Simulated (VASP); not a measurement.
Here is a VASP 6.6.1 calculation.

Contents of INCAR:

```
SYSTEM = Zn
PREC = Accurate
ENCUT = 520
EDIFF = 1E-6
ISMEAR = -1
SIGMA = 0.1
LREAL = .False.
LASPH = .True.
NELM = 80
ALGO = Normal
ISIF = 2
LWAVE = .False.
LCHARG = .False.
GGA = PS
NBANDS = 12
```

The input KPOINTS:

```
regular mesh
0
Gamma
  16 16 16
  0 0 0
```

POSCAR

```
Zn
1.0
   -1.4872968308      1.4872968308      1.4872968308
    1.4872968308     -1.4872968308      1.4872968308
    1.4872968308      1.4872968308     -1.4872968308
Zn
1
Direct
    0.0000000000      0.0000000000      0.0000000000
```

Potentials or basis: VASP PAW PBE potentials, release 64 (Zn).

Command:

```console
$ cat potpaw_PBE.64/Zn/POTCAR > POTCAR
$ mpirun -np 1 vasp_std > vasp.out
```

Predict the band gap on the k mesh.

zero (band 6 reaches 8.60 eV, above the bottom of band 7 at 3.48 eV).

What does it give for the pressure?

9.4 GPa.

Caveat: the PAW data sets were made with another functional, which shifts forces and pressure a little.
